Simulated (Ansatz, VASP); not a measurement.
One calculation of CaO, two programs

Contents of POSCAR:

```
CaO
1.0
    0.0000000000      2.4133076411      2.4133076411
    2.4133076411      0.0000000000      2.4133076411
    2.4133076411      2.4133076411      0.0000000000
Ca O
1 1
Direct
    0.5000000000      0.5000000000      0.5000000000
    0.0000000000      0.0000000000      0.0000000000
```

Contents of INCAR.step1:

```
SYSTEM = CaO
PREC = Accurate
ENCUT = 520
ISMEAR = 0
SIGMA = 0.05
LREAL = .False.
LASPH = .True.
NELM = 60
NBANDS = 15
GGA = PE
ALGO = Normal
EDIFF = 1E-4
LWAVE = .True.
LCHARG = .False.
```

The input INCAR.step2:

```
SYSTEM = CaO
PREC = Accurate
ENCUT = 520
EDIFF = 1E-6
ISMEAR = 0
SIGMA = 0.05
LREAL = .False.
LASPH = .True.
NELM = 60
ALGO = Normal
ISIF = 2
LWAVE = .False.
LCHARG = .False.
METAGGA = R2SCAN
LMIXTAU = .True.
NBANDS = 15
ISTART = 1
```

KPOINTS

```
Automatic mesh
0
Gamma
  8 8 8
  0 0 0
```

Input for Ansatz:

```yaml
crystal:
  lattice:
    - [0.0, 2.4133076411, 2.4133076411]
    - [2.4133076411, 0.0, 2.4133076411]
    - [2.4133076411, 2.4133076411, 0.0]
  atoms:
    - { symbol: Ca, position: [0.5, 0.5, 0.5] }
    - { symbol: O, position: [0.0, 0.0, 0.0] }
basis:
  ecutwfc: 500
  ecutrho_ratio: 4
kpoints:
  mp_grid: { grid: [8, 8, 8] }
hamiltonian:
  xc: r2scan
scf:
  occupations: { method: gaussian, width: 0.05 }
output:
  forces: true
  stress: true
  eigenvalues: true
```

Alike in both runs: task single point; functional r2SCAN; k mesh 8 × 8 × 8; occupations gaussian, width 0.05 eV; no spin polarisation.

```csv
,VASP,Ansatz
version,VASP 6.6.1,Ansatz 0.2.0
potentials or method,"VASP PAW PBE potentials, release 64 (Ca_sv, O), cutoff 520 eV","scalar-relativistic, plane waves, PAW"
valence electrons in the cell,16,16
```

```csv
,VASP,Ansatz,Ansatz less VASP
gap on the k mesh at the Fermi level (eV),4.19,4.20,+0.011
least direct gap on the mesh (eV),4.57,4.58,+0.014
pressure (GPa),-1.3,-2.2,-0.97
```

VASP's potentials were made for PBE, not for r2SCAN. With one functional, cell and mesh, what is left measures potentials, basis and numerics.
